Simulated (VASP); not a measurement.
Here is a VASP 6.6.1 calculation.

File INCAR:

```
SYSTEM = Cu
PREC     = Accurate       ! precision mode
ENCUT    = 520            ! plane-wave cutoff, eV
EDIFF    = 1E-6           ! SCF threshold, eV
ISMEAR   = -1             ! smearing method
SIGMA    = 0.1            ! smearing width, eV
LREAL    = .False.        ! projectors in reciprocal space
LASPH    = .True.         ! aspherical terms in the spheres
NELM     = 80             ! most SCF steps
ALGO     = Normal         ! electronic algorithm
ISIF     = 2              ! what is computed and relaxed
LWAVE    = .False.        ! write WAVECAR
LCHARG   = .False.        ! write CHGCAR
GGA      = CA             ! functional
NBANDS   = 30             ! bands
```

File KPOINTS:

```
regular mesh
0
Gamma
  7 7 2
  0 0 0
```

Contents of POSCAR:

```
Cu
1.0
    2.5307600000      0.0000000000      0.0000000000
   -1.2653800000      2.1917100000      0.0000000000
    0.0000000000      0.0000000000      8.2618200000
Cu
4
Direct
    0.9952300000      0.0002200000      0.9983600000
    0.3277700000      0.6622900000      0.2501700000
    0.0056100000      0.0010200000      0.4991700000
    0.6601900000      0.3208400000      0.7476592259
```

Potentials or basis: VASP PAW LDA potentials, release 64 (Cu).

Command:

```sh
$ cat potpaw_LDA.64/Cu/POTCAR > POTCAR
$ mpirun -np 1 vasp_std > vasp.out
```

(1) What does it give for the largest force?

(2) Estimate the pressure.

(3) Predict the band gap on the k mesh.

## Answers

(1) 0.092 eV/Å.

(2) -7.7 GPa.

(3) zero (band 22 reaches 10.17 eV, above the bottom of band 23 at 5.87 eV).

Caveat: the k points lie up to 0.41 Å⁻¹ apart.
